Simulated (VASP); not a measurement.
Runs of VASP 6.6.1 on Hg. The structure is that of space group R-3m (No. 166), or close to it. The cells are those of the table. 

```csv
cell,gap on the mesh (eV),pressure (GPa)
"a = 2.977 Å, angles 70.5°, 1 atom",none,7.9
"a = 3.065 Å, angles 70.5°, 1 atom",none,(b)
"a = 3.036 Å, angles 70.5°, 1 atom",none,(a)
"a = 3.007 Å, angles 70.5°, 1 atom",none,6.0
"a = 2.946 Å, angles 70.5°, 1 atom",none,10.4
```

Alike in all rows: task single point; level PBE; potentials or basis VASP PAW PBE potentials, release 64 (Hg); no spin polarisation; k mesh 8 × 8 × 8; cutoff (eV) 500; smearing gaussian 0.1 eV.

**Question.** Fill in the values left out.

**Answer.** (a) 4.6; (b) 3.4.

Caveats: the cell stands under pressure; spin-orbit coupling is left out, which moves the levels of the heavy elements.

A k mesh can miss the band edges, and the runs leave out spin-orbit coupling on Hg.

A gap of «none» marks levels without a gap at the run's occupations.
